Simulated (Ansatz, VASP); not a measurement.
Be2CdO3: VASP beside Ansatz

Contents of INCAR:

```
SYSTEM = Be2CdO3
PREC = Accurate
ENCUT = 600
EDIFF = 1E-7
ISMEAR = 0
SIGMA = 0.1
LREAL = .FALSE.
LASPH = .TRUE.
NELM = 100
ALGO = Normal
ISIF = 3
LWAVE = .FALSE.
LCHARG = .FALSE.
GGA = PE
IBRION = 2
NSW = 90
EDIFFG = -0.04
```

Contents of KPOINTS:

```
Automatic mesh
0
G
  6 6 2
  0 0 0
```

Contents of POSCAR:

```
Be2CdO3
1.0
    2.8257696800      0.0000000000      0.0000000000
    0.0000000000      2.8257696800      0.0000000000
    0.0000000000      0.0000000000      9.4460041600
Be Cd O
2 1 3
Direct
    0.5000000000      0.5000000000      0.8473602500
    0.5000000000      0.5000000000      0.1526397500
    0.5000000000      0.5000000000      0.5000000000
    0.0000000000      0.0000000000      0.0000000000
    0.0000000000      0.0000000000      0.7145522800
    0.0000000000      0.0000000000      0.2854477200
```

Input for Ansatz:

```yaml
crystal:
  lattice:
    - [2.82576968, 0.0, 0.0]
    - [0.0, 2.82576968, 0.0]
    - [0.0, 0.0, 9.44600416]
  atoms:
    - { symbol: Be, position: [0.5, 0.5, 0.84736025] }
    - { symbol: Be, position: [0.5, 0.5, 0.15263975] }
    - { symbol: Cd, position: [0.5, 0.5, 0.5] }
    - { symbol: O, position: [0.0, 0.0, 0.0] }
    - { symbol: O, position: [0.0, 0.0, 0.71455228] }
    - { symbol: O, position: [0.0, 0.0, 0.28544772] }
basis:
  ecutwfc: 420
kpoints:
  mp_grid: { grid: [6, 6, 2] }
hamiltonian:
  xc: pbe
scf:
  occupations: { method: gaussian, width: 0.1 }
  lower_state_search: "off"
output:
  forces: true
  stress: true
  eigenvalues: true
relax:
  adjacent_minimum: "off"
  f_tol: 0.04
  max_steps: 70
  cell: { stress_tol: 0.4 }
```

Change from the starting cell: species swapped into the MgSc3Ru2 type (P4/mmm, No. 123).

Alike in both runs: task relaxation of cell and atoms; functional PBE; k mesh 6 × 6 × 2; occupations gaussian, width 0.1 eV; no spin polarisation.

```csv
,VASP,Ansatz
version,VASP 6.6.1,Ansatz 0.2.0
potentials or method,"VASP PAW PBE potentials, release 64 (Be, Cd, O), cutoff 600 eV","scalar-relativistic, plane waves, PAW"
valence electrons in the cell,34,42
```

```tsv
	VASP	Ansatz	Ansatz less VASP
gap on the k mesh at the Fermi level, each at its own relaxed structure (eV)	none	none	-
relaxed volume (Å³/atom)	8.83	8.78	-0.044
relaxed cell length with the largest relative difference (Å)	8.001	7.976	-0.0246
```

A gap of «none» marks a metal or a gap that the smearing closes. VASP's potentials hold 34 valence electrons a cell and Ansatz's 42, so a difference there can come from the potentials and not from the codes.

The k mesh is coarse, so the values compare programs but aren't converged. Noted on VASP's run: the volume moved by over 15 % at a fixed basis, so the end points are rough.
